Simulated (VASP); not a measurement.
A run of VASP 6.6.1 is set up as follows.

INCAR

```
SYSTEM = Hg3P2
PREC = Accurate
ENCUT = 600
EDIFF = 1E-7
ISMEAR = 0
SIGMA = 0.1
LREAL = .False.
LASPH = .True.
NELM = 80
ALGO = Normal
ISIF = 3
LWAVE = .False.
LCHARG = .False.
GGA = PE
IBRION = 2
NSW = 90
EDIFFG = -0.04
```

Contents of KPOINTS:

```
Automatic mesh
0
Gamma
  4 4 4
  0 0 0
```

Contents of POSCAR:

```
Hg3P2
1.0
    6.4923726800      0.0000000000      0.0000000000
    0.0000000000      6.4923726800      0.0000000000
    0.0000000000      0.0000000000      6.4923726800
Hg P
3 2
Direct
    0.0000000000      0.5000000000      0.5000000000
    0.5000000000      0.0000000000      0.5000000000
    0.5000000000      0.5000000000      0.0000000000
    0.0000000000      0.0000000000      0.0000000000
    0.5000000000      0.5000000000      0.5000000000
```

Potentials or basis: VASP PAW PBE potentials, release 64 (Hg, P).

The run is started by

```sh
$ cat potpaw_PBE.64/Hg/POTCAR potpaw_PBE.64/P/POTCAR > POTCAR
$ mpirun -np 1 vasp_std > vasp.out
```

**Question.** Predict the relaxed volume.

**Answer.** 26.06 Å³/atom.

**Question.** What does it give for the relaxed cell?

**Answer.** a = 5.070 Å, b = 5.070 Å, c = 5.070 Å, α = 90.00°, β = 90.00°, γ = 90.00°.

**Question.** Predict the space group after relaxing (to 0.1 Å).

**Answer.** Pm-3m (No. 221).

**Question.** Predict the band gap on the k mesh.

**Answer.** Zero (bands 23 and 24 overlap by 0.29 eV).

Final structure:
```xyz
5
Lattice="5.0697 0.0000 0.0000 0.0000 5.0697 0.0000 0.0000 0.0000 5.0697" Properties=species:S:1:pos:R:3 pbc="T T T"
Hg    0.0000    2.5348    2.5348
Hg    2.5348    0.0000    2.5348
Hg    2.5348    2.5348    0.0000
P     0.0000    0.0000    0.0000
P     2.5348    2.5348    2.5348
```

Caveat: the volume moved by over 15 % at a fixed basis, so the end points are rough; spin-orbit coupling is left out, which moves the levels of the heavy elements.
